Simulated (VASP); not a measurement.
Here is a VASP 6.6.1 calculation.

The input INCAR:

```
PREC = Accurate
ENCUT = 520
EDIFF = 1E-6
ISMEAR = 0
SIGMA = 0.1
LREAL = F
LASPH = T
NELM = 60
ALGO = Normal
ISIF = 2
LWAVE = F
LCHARG = T
LDIPOL = T
IDIPOL = 3
DIPOL = 0.5 0.5 0.284
GGA = PE
LELF = T
LVHAR = T
LVACPOTAV = T
NBANDS = 17
```

Contents of KPOINTS:

```
Automatic mesh
0
Gamma
  4 4 1
```

File POSCAR:

```
BeBr
1.0
    4.6562000648      0.0000000000      0.0000000000
    0.0000000000      4.6562000648      0.0000000000
    0.0000000000      0.0000000000     26.9815014400
Be Br
2 2
Direct
    0.5000000000      0.0000000000      0.2839652301
    0.0000000000      0.5000000000      0.2839652301
    0.0000000000      0.0000000000      0.2521596391
    0.5000000000      0.5000000000      0.3157335534
```

Potentials or basis: VASP PAW PBE potentials, release 64 (Be, Br).

The run is started by

```sh
$ cat potpaw_PBE.64/Be/POTCAR potpaw_PBE.64/Br/POTCAR > POTCAR
$ mpirun -np 1 vasp_std > vasp.out
```

Task: Estimate the largest force.

Result: 0.003 eV/Å.

Task: Estimate the band gap on the k mesh.

Result: Zero (bands 9 and 10 overlap by 2.71 eV).

Forces on the atoms (eV/Å):
```
Be   0.000  0.000 -0.001
Be   0.000  0.000 -0.001
Br   0.000  0.000  0.003
Br   0.000  0.000 -0.002
```
